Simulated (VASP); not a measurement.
Input of a VASP 6.6.1 run:

The input INCAR:

```
  PREC = Accurate
  ENCUT = 520
  EDIFF = 1E-7
  ISMEAR = 0
  SIGMA = 0.01
  LREAL = False
  LASPH = True
  NELM = 100
  ALGO = Normal
  ISIF = 2
  LWAVE = False
  LCHARG = False
  GGA = PE
  NBANDS = 14
```

Contents of KPOINTS:

```
regular mesh
0
Gamma
  6 6 6
```

Contents of POSCAR:

```
NaI
1.0
    4.0405365658      0.0000000000      0.0000000000
    0.0000000000      4.0405365658      0.0000000000
    0.0000000000      0.0000000000      4.0405365658
Na I
1 1
Direct
    0.0000000000      0.0000000000      0.0000000000
    0.5000000000      0.5000000000      0.5000000000
```

Potentials or basis: VASP PAW PBE potentials, release 64 (Na_pv, I).

Command:

```console
$ cat potpaw_PBE.64/Na_pv/POTCAR potpaw_PBE.64/I/POTCAR > POTCAR
$ mpirun -np 1 vasp_std > vasp.out
```

Question: Predict the band gap on the k mesh.

Answer: 2.30 eV (least direct gap 2.79 eV).

Question: What does it give for the pressure?

Answer: 0.3 GPa.

Caveat: the structure was generated, so it needn't be the stable form of NaI; spin-orbit coupling is left out, which moves the levels of the heavy elements. A k mesh can miss the band edges.
